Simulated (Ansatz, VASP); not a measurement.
**MgO: VASP beside Ansatz**

Contents of INCAR:

```
SYSTEM = MgO
ALGO     = Normal         ! electronic algorithm
EDIFF    = 1E-6           ! SCF threshold, eV
ENCUT    = 520            ! plane-wave cutoff, eV
GGA      = PS             ! functional
ISIF     = 2              ! what is computed and relaxed
ISMEAR   = 0              ! smearing method
LASPH    = .True.         ! aspherical terms in the spheres
LCHARG   = .False.        ! write CHGCAR
LREAL    = .False.        ! projectors in reciprocal space
LWAVE    = .False.        ! write WAVECAR
NBANDS   = 11             ! bands
NELM     = 80             ! most SCF steps
PREC     = Accurate       ! precision mode
SIGMA    = 0.05           ! smearing width, eV
```

File KPOINTS:

```
k-points
0
Gamma
  10 10 10
  0 0 0
```

POSCAR

```
MgO
1.0
    0.0000000000      2.0901029176      2.0901029176
    2.0901029176      0.0000000000      2.0901029176
    2.0901029176      2.0901029176      0.0000000000
Mg O
1 1
Direct
    0.0000000000      0.0000000000      0.0000000000
    0.5000000000      0.5000000000      0.5000000000
```

Input for Ansatz:

```yaml
crystal:
  lattice:
    - [0.0, 2.0901029176, 2.0901029176]
    - [2.0901029176, 0.0, 2.0901029176]
    - [2.0901029176, 2.0901029176, 0.0]
  atoms:
    - { symbol: Mg, position: [0.0, 0.0, 0.0] }
    - { symbol: O, position: [0.5, 0.5, 0.5] }
basis:
  ecutwfc: 520.0
kpoints:
  mp_grid: { grid: [10, 10, 10] }
hamiltonian:
  xc: pbesol
  pseudopotentials: { kind: paw, azcp: { folder: soft_1 } }
scf:
  occupations: { method: gaussian, width: 0.05 }
output:
  forces: true
  stress: true
  eigenvalues: true
```

Change from the starting cell: mode 6 frozen in at +0.000 Å, equal normal strain along x, y and z -0.0083.

Alike in both runs: task single point; functional PBEsol; k mesh 10 × 10 × 10; occupations gaussian, width 0.05 eV; no spin polarisation.

```csv
,VASP,Ansatz
version,VASP 6.6.1,Ansatz 0.2.0
potentials or method,"VASP PAW PBE potentials, release 64 (Mg, O), cutoff 520 eV","scalar-relativistic, plane waves, PAW"
valence electrons in the cell,8,16
```

```tsv
	VASP	Ansatz	Ansatz less VASP
gap on the k mesh at the Fermi level (eV)	4.86	4.86	+0.005
least direct gap on the mesh (eV)	4.86	4.86	+0.005
pressure (GPa)	3.5	4.1	+0.59
```

VASP's potentials were made for PBE, not for PBEsol, and Ansatz warns of the same on its side. The functional is the same, so the differences come from potentials, cutoffs and numerics. VASP's potentials hold 8 valence electrons a cell and Ansatz's 16, so a difference there can come from the potentials and not from the codes.
